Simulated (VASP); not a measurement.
Wanted: the native input for a VASP 6.6.1 run.

- Task: single point
- Functional: r2SCAN
- Potentials or basis: VASP PAW PBE potentials, release 64 (Ru_sv)
- Cutoff: 660 eV
- k mesh: 9 × 9 × 4
- Occupations: gaussian, width 0.1 eV
- Spin: no spin polarisation
- Dipole correction: no
- Second run: valence_matched
- Further INCAR settings: ALGO = Normal; EDIFF = 1e-06; NBANDS = 23

Ru:

```
Ru
1.0
     2.70783    0.00000    0.00000
    -1.35391    2.34505    0.00000
     0.00000    0.00000    4.26810
Ru
2
Direct
  0.33333 0.66667 0.25000
  0.66667 0.33333 0.75000
```

The input as run:

POSCAR

```
Ru
1.0
    2.7078263433      0.0000000000      0.0000000000
   -1.3539131716      2.3450464023      0.0000000000
    0.0000000000      0.0000000000      4.2681017800
Ru
2
Direct
    0.3333333300      0.6666666700      0.2500000000
    0.6666666700      0.3333333300      0.7500000000
```

INCAR.step1

```
ALGO = Normal
EDIFF = 1E-5
ENCUT = 660
GGA = PE
GGA_COMPAT = False
ISMEAR = 0
LASPH = True
LCHARG = False
LREAL = False
LWAVE = True
NBANDS = 23
NELM = 120
PREC = Accurate
SIGMA = 0.1
```

INCAR.step2

```
ALGO = Normal
EDIFF = 1E-6
ENCUT = 660
GGA_COMPAT = False
ISIF = 2
ISMEAR = 0
ISTART = 1
LASPH = True
LCHARG = False
LMIXTAU = True
LREAL = False
LWAVE = False
METAGGA = R2SCAN
NBANDS = 23
NELM = 120
PREC = Accurate
SIGMA = 0.1
```

KPOINTS

```
k-points
0
Gamma
  9 9 4
```

Potentials or basis: VASP PAW PBE potentials, release 64 (Ru_sv).

Command:

```sh
$ cat potpaw_PBE.64/Ru_sv/POTCAR > POTCAR
$ cp INCAR.step1 INCAR
$ mpirun -np 1 vasp_std > vasp.out
$ cp INCAR.step2 INCAR
$ mpirun -np 1 vasp_std > vasp.out
```

Results of the run:

```yaml
Pressure: -1.1 GPa
Band_gap_on_the_k_mesh: zero (band 16 reaches 16.60 eV, above the bottom of band 17 at 13.44 eV)
```

Caveat: the k points lie up to 0.37 Å⁻¹ apart; the PAW data sets were made with another functional, which shifts forces and pressure a little.

Wall time 32 s on 1 thread of Intel(R) Xeon(R) 6975P-C (Granite Rapids) (shared host), peak memory 0.17 GiB.
